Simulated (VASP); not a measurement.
# C (P6_3/mmc) in VASP: a series of runs

Runs on C. Level: PBE. Tasks: single point.

The COD entry that gives the cell may itself be a prediction, so a difference from it is no test against experiment.

Everything below comes from runs of VASP 6.6.1. Logs are shortened: lines on timing, memory, paths and dates and some standing lists are left out, and cuts for length are marked.

## (1) The cell of the first run

Symmetry: P6_3/mmc, No. 194, hexagonal system. The conventional cell has a = 2.653 Å, b = 2.653 Å, c = 12.740 Å, α = 90.00°, β = 90.00°, γ = 120.00°. Within 2.1 Å of C (site symmetry 3m) lie 4 C at 1.61 to 1.62 Å. C (site symmetry 3m) has 4 C at 1.58 to 1.62 Å within 2.1 Å. Within 2.1 Å of C (site symmetry 3m) lie 4 C at 1.58 to 1.62 Å.

## (2) Single point, PBE

INCAR

```
PREC = Accurate
ENCUT = 520
EDIFF = 1E-6
ISMEAR = 0
SIGMA = 0.05
LREAL = False
LASPH = True
NELM = 80
ALGO = Normal
ISIF = 2
LWAVE = False
LCHARG = False
GGA = PE
NBANDS = 36
```

KPOINTS

```
Automatic mesh
0
Gamma
  12 12 2
```

POSCAR

```
C
1.0
    2.6529000000      0.0000000000      0.0000000000
   -1.3264500000      2.2974787937      0.0000000000
    0.0000000000      0.0000000000     12.7398000000
C
12
Direct
    0.0000000000      0.0000000000      0.1868593266
    0.0000000000      0.0000000000      0.6868593266
    0.0000000000      0.0000000000      0.3131406734
    0.0000000000      0.0000000000      0.8131406734
    0.3333333333      0.6666666667      0.5207665411
    0.6666666667      0.3333333333      0.0207665411
    0.3333333333      0.6666666667      0.9792334589
    0.6666666667      0.3333333333      0.4792334589
    0.3333333333      0.6666666667      0.6450950823
    0.6666666667      0.3333333333      0.1450950823
    0.3333333333      0.6666666667      0.8549049177
    0.6666666667      0.3333333333      0.3549049177
```

Potentials or basis: VASP PAW PBE potentials, release 64 (C).

The run is started by

```bash
cat potpaw_PBE.64/C/POTCAR > POTCAR
mpirun -np 1 vasp_std > vasp.out
```

OUTCAR:

```text
PREC = Accurate
   ENCUT = 520
   EDIFF = 1E-6
   ISMEAR = 0
   LREAL = False
   LASPH = True
   NELM = 80
   ISIF = 2
   GGA = PE

 ion  position               nearest neighbor table
   1  0.000  0.000  0.187-   3 1.61  10 1.62  10 1.62  10 1.62
   2  0.000  0.000  0.687-   4 1.61   9 1.62   9 1.62   9 1.62
   3  0.000  0.000  0.313-   1 1.61  12 1.62  12 1.62  12 1.62
   4  0.000  0.000  0.813-   2 1.61  11 1.62  11 1.62  11 1.62
   5  0.333  0.667  0.521-   9 1.58   8 1.62   8 1.62   8 1.62
   6  0.667  0.333  0.021-  10 1.58   7 1.62   7 1.62   7 1.62
   7  0.333  0.667  0.979-  11 1.58   6 1.62   6 1.62   6 1.62
   8  0.667  0.333  0.479-  12 1.58   5 1.62   5 1.62   5 1.62
   9  0.333  0.667  0.645-   5 1.58   2 1.62   2 1.62   2 1.62
  10  0.667  0.333  0.145-   6 1.58   1 1.62   1 1.62   1 1.62
  11  0.333  0.667  0.855-   7 1.58   4 1.62   4 1.62   4 1.62
  12  0.667  0.333  0.355-   8 1.58   3 1.62   3 1.62   3 1.62

  LATTYP: Found a hexagonal cell.
 ALAT       =     2.6529000000
 C/A-ratio  =     4.8022164424

  Lattice vectors:

 A1 = (   2.6529000000,   0.0000000000,   0.0000000000)
 A2 = (  -1.3264500000,   2.2974787937,   0.0000000000)
 A3 = (   0.0000000000,   0.0000000000,  12.7398000000)

Analysis of symmetry for initial positions (statically):
=====================================================================
 Subroutine PRICEL returns:
 Original cell was already a primitive cell.

 Routine SETGRP: Setting up the symmetry group for a
 hexagonal supercell.

 Subroutine GETGRP returns: Found 24 space group operations
 (whereof 12 operations were pure point group operations)
 out of a pool of 24 trial point group operations.

The static configuration has the point symmetry D_3d.
 The point group associated with its full space group is D_6h.

Analysis of symmetry for dynamics (positions and initial velocities):
=====================================================================
 Subroutine PRICEL returns:
 Original cell was already a primitive cell.

 Routine SETGRP: Setting up the symmetry group for a
 hexagonal supercell.

 Subroutine GETGRP returns: Found 24 space group operations
 (whereof 12 operations were pure point group operations)
 out of a pool of 24 trial point group operations.

The dynamic configuration has the point symmetry D_3d.
 The point group associated with its full space group is D_6h.

 Subroutine INISYM returns: Found 24 space group operations
 (whereof 12 operations are pure point group operations),
 and found     1 'primitive' translations

----------------------------------------------------------------------------------------

                                     Primitive cell

  volume of cell :      77.6488

  direct lattice vectors                    reciprocal lattice vectors
     2.652900000  0.000000000  0.000000000     0.376945984  0.217629865  0.000000000
    -1.326450000  2.297478794  0.000000000     0.000000000  0.435259730  0.000000000
     0.000000000  0.000000000 12.739800000     0.000000000  0.000000000  0.078494168

  length of vectors
     2.652900000  2.652900000 12.739800000     0.435259730  0.435259730  0.078494168

  position of ions in fractional coordinates (direct lattice)
     0.000000000  0.000000000  0.186859327
     0.000000000  0.000000000  0.686859327
     0.000000000  0.000000000  0.313140673
     0.000000000  0.000000000  0.813140673
     0.333333333  0.666666667  0.520766541
     0.666666667  0.333333333  0.020766541
     0.333333333  0.666666667  0.979233459
     0.666666667  0.333333333  0.479233459
     0.333333333  0.666666667  0.645095082
     0.666666667  0.333333333  0.145095082
     0.333333333  0.666666667  0.854904918
     0.666666667  0.333333333  0.354904918

  ion indices of the primitive-cell ions
   primitive index   ion index
                 1           1
                 2           2
                 3           3
                 4           4
                 5           5
                 6           6
                 7           7
                 8           8
                 9           9
                10          10
                11          11
                12          12

----------------------------------------------------------------------------------------

 KPOINTS: Automatic mesh

Automatic generation of k-mesh.
 Grid dimensions read from file:
 generate k-points for:   12   12    2

 Generating k-lattice:

  Cartesian coordinates                     Fractional coordinates (reciprocal lattice)
     0.031412165  0.018135822  0.000000000     0.083333333  0.000000000  0.000000000
     0.000000000  0.036271644  0.000000000     0.000000000  0.083333333  0.000000000
     0.000000000  0.000000000  0.039247084     0.000000000  0.000000000  0.500000000

  Length of vectors
     0.036271644  0.036271644  0.039247084

  Shift w.r.t. Gamma in fractional coordinates (k-lattice)
     0.000000000  0.000000000  0.000000000

 Subroutine IBZKPT returns following result:
 ===========================================

 Found     38 irreducible k-points:

 Following reciprocal coordinates:
            Coordinates               Weight
  0.000000  0.000000  0.000000      1.000000
  0.083333  0.000000  0.000000      6.000000
  0.166667  0.000000  0.000000      6.000000
  0.250000  0.000000  0.000000      6.000000
  0.333333  0.000000  0.000000      6.000000
  0.416667  0.000000  0.000000      6.000000
[... 16 lines left out ...]
  0.250000  0.000000  0.500000      6.000000
  0.333333  0.000000  0.500000      6.000000
 [... further k-points ...]
   k-points           NKPTS =     38   k-points in BZ     NKDIM =     38   number of bands    NBANDS=     36
   number of dos      NEDOS =    301   number of ions     NIONS =     12
   total plane-waves  NPLWV =  38400
   dimension x,y,z NGX =    20 NGY =   20 NGZ =   96
   dimension x,y,z NGXF=    40 NGYF=   40 NGZF=  192
   ions per type =              12
   NGX,Y,Z   is equivalent  to a cutoff of  12.53, 12.53, 12.53 a.u.
   NGXF,Y,Z  is equivalent  to a cutoff of  25.07, 25.07, 25.05 a.u.
 SYSTEM =  unknown system
   PREC   = accura    normal or accurate (medium, high low for compatibility)
   ISTART =      0    job   : 0-new  1-cont  2-samecut
   ICHARG =      2    charge: 1-file 2-atom 10-const
   ISPIN  =      1    spin polarized calculation?
   LNONCOLLINEAR =      F non collinear calculations
   LSORBIT =      F    spin-orbit coupling
   LASPH  =      T    aspherical Exc in radial PAW
   ENCUT  =  520.0 eV  38.22 Ry    6.18 a.u.   4.93  4.93 23.69*2*pi/ulx,y,z
   NELM   =     80;   NELMIN=  2; NELMDL= -5     # of ELM steps
   EDIFF  = 0.1E-05   stopping-criterion for ELM
   LREAL  =      F    real-space projection
   EDIFFG = 0.1E-04   stopping-criterion for IOM
   NSW    =      0    number of steps for IOM
   IBRION =     -1    ionic relax: 0-MD 1-quasi-New 2-CG
   NFREE  =      0    steps in history (QN), initial steepest desc. (CG)
   ISIF   =      2    stress and relaxation
   ISYM   =      2    0-nonsym 1-usesym 2-fastsym
   POTIM  = 0.5000    time-step for ionic-motion
   TEBEG  =    0.0;   TEEND  =   0.0 temperature during run
   PSTRESS=    0.0 pullay stress
   NELECT =      48.0000    total number of electrons
   NUPDOWN=      -1.0000    fix difference up-down
   EMIN   =  10.00;   EMAX   =-10.00  energy-range for DOS
   EFERMI =   0.00;   METHOD = LEGACY
   ISMEAR =     0;   SIGMA  =   0.05  broadening in eV -4-tet -1-fermi 0-gaus
   EFERMI_NEDOS =   21; number of points for ismear=-14 and -15
   IALGO  =     38    algorithm
   IMIX   =      4    mixing-type and parameters
     AMIX     =   0.40;   BMIX     =  1.00
     AMIX_MAG =   1.60;   BMIX_MAG =  1.00
  volume/ion in A,a.u.               =       6.47        43.67
  Fermi-wavevector in a.u.,A,eV,Ry     =   1.394580  2.635375 26.461354  1.944855
  Thomas-Fermi vector in A             =   2.518116
   LORBIT       =      0    0 simple, 1 ext, 2 COOP (PROOUT), +10 PAW based schemes
   GGA     = PE    functional components
   LHFCALC =     F    Hartree Fock is set to
   AEXX    =    0.0000 exact exchange contribution
   IVDW    =     0    specifies the selected vdW correction
   LEPSILON=     F    determine dielectric tensor
   LRPA    =     F    only Hartree local field effects (RPA)
 non-spin polarized calculation
 Gauss-broadening in eV      SIGMA  =   0.05
  energy-cutoff  :      520.00
  volume of cell :       77.65
 maximum number of plane-waves:      2130
 NGX is ok and might be reduce to    20
   NGX =  9   NGY =  9   NGZ = 47

 number of electron      47.9999999 magnetization

 Free energy of the ion-electron system (eV)
  ---------------------------------------------------
  ext. energy  EPLUGINS =         0.00000000
  ---------------------------------------------------
  free energy    TOTEN  =      -107.59598909 eV

  energy without entropy =     -107.59598909  energy(sigma->0) =     -107.59598909

 E-fermi :   8.2970     XC(G=0): -12.5965

 val. band max:        8.0062660520   @ k =   0.0000   0.0000   0.0000
 cond. band min:      11.9314670075   @ k =   0.4167   0.0000   0.0000
 fundamental gap:      3.9252009555
 Fermi energy:         8.2969903637

 k-point     1 :       0.0000    0.0000    0.0000
  band No.  band energies     occupation
      1     -11.8837      2.00000
      2     -11.1961      2.00000
      3     -11.1283      2.00000
      4      -9.0828      2.00000
      5      -9.0255      2.00000
      6      -6.5354      2.00000
[... 28 lines left out ...]
     35      14.5330      0.00000
     36      14.6959      0.00000
[... 866 lines left out ...]
      6      -5.4344      2.00000
[... 28 lines left out ...]
     35      16.3772      0.00000
     36      16.3772      0.00000

 [... further k-points ...]

------------------------ aborting loop because EDIFF is reached ----------------------------------------

  FORCE on cell =-STRESS in cart. coord.  units (eV):
  Direction    XX          YY          ZZ          XY          YZ          ZX
  --------------------------------------------------------------------------------------
  -------------------------------------------------------------------------------------
  Total      -24.4261004    -24.4261004    -13.3606795     -0.0000000      0.0000000      0.0000000
  in kB     -503.9990516   -503.9990516   -275.6792817     -0.0000000      0.0000000      0.0000000
  external PRESSURE =    -427.8924616 kB  Pullay stress =       0.0000000 kB

 VOLUME and BASIS-vectors are now :
 -----------------------------------------------------------------------------
  energy-cutoff  :      520.00
  volume of cell :       77.65
      direct lattice vectors                 reciprocal lattice vectors
     2.652900000  0.000000000  0.000000000     0.376945984  0.217629865  0.000000000
    -1.326450000  2.297478794  0.000000000     0.000000000  0.435259730  0.000000000
     0.000000000  0.000000000 12.739800000     0.000000000  0.000000000  0.078494168

 POSITION                                       TOTAL-FORCE (eV/Angst)
 -----------------------------------------------------------------------------------
      0.00000      0.00000      2.38055         0.000000     -0.000000     -0.015415
      0.00000      0.00000      8.75045        -0.000000      0.000000     -0.015415
      0.00000      0.00000      3.98935         0.000000     -0.000000      0.015415
      0.00000      0.00000     10.35925        -0.000000      0.000000      0.015415
     -0.00000      1.53165      6.63446        -0.000000      0.000000      0.046384
      1.32645      0.76583      0.26456         0.000000     -0.000000      0.046384
     -0.00000      1.53165     12.47524        -0.000000      0.000000     -0.046384
      1.32645      0.76583      6.10534         0.000000     -0.000000     -0.046384
     -0.00000      1.53165      8.21838        -0.000000     -0.000000     -0.077149
      1.32645      0.76583      1.84848        -0.000000      0.000000     -0.077149
     -0.00000      1.53165     10.89132        -0.000000     -0.000000      0.077149
      1.32645      0.76583      4.52142        -0.000000     -0.000000      0.077149
 -----------------------------------------------------------------------------------
    total drift:                               -0.000000      0.000000      0.000000

  FREE ENERGIE OF THE ION-ELECTRON SYSTEM (eV)
  ---------------------------------------------------
  free  energy   TOTEN  =      -107.5959890902 eV

  energy  without entropy=     -107.5959890902  energy(sigma->0) =     -107.59598909
```

Wall time 77 s (1 thread of Intel Xeon 6975P-C, shared host); peak memory 0.22 GiB.

What came out:

* Free energy: -107.5960 eV
* Pressure: -42.8 GPa
* Largest force: 0.077 eV/Å
* Band gap on the k mesh: 3.93 eV, indirect (least direct gap 4.80 eV)

Forces in eV/Å, atoms in the order of the input:
```
C    0.000  0.000 -0.015
C    0.000  0.000 -0.015
C    0.000  0.000  0.015
C    0.000  0.000  0.015
C    0.000  0.000  0.046
C    0.000  0.000  0.046
C    0.000  0.000 -0.046
C    0.000  0.000 -0.046
C    0.000  0.000 -0.077
C    0.000  0.000 -0.077
C    0.000  0.000  0.077
C    0.000  0.000  0.077
```

Stress tensor (GPa, compression positive):
```
-50.40   0.00   0.00
  0.00 -50.40   0.00
  0.00   0.00 -27.57
```

Levels at points of the mesh, in eV from the valence-band top:
| k point | band 22 | band 23 | band 24 | band 25 | band 26 | band 27 |
| --- | --- | --- | --- | --- | --- | --- |
| (0.00, 0.00, 0.00) | -0.17 | 0.00 | 0.00 | 4.80 | 4.80 | 5.63 |
| (0.50, 0.00, 0.00) | -3.54 | -3.18 | -2.47 | 3.98 | 4.57 | 4.70 |
| (0.00, 0.00, 0.50) | -0.31 | -0.31 | -0.31 | 5.18 | 5.18 | 5.18 |
| (0.50, 0.00, 0.50) | -3.32 | -2.80 | -2.80 | 4.15 | 4.15 | 5.39 |

A k mesh can miss the band edges. PBE gaps usually lie below the measured ones, often by a third to a half.

[end of part 1 of 3]
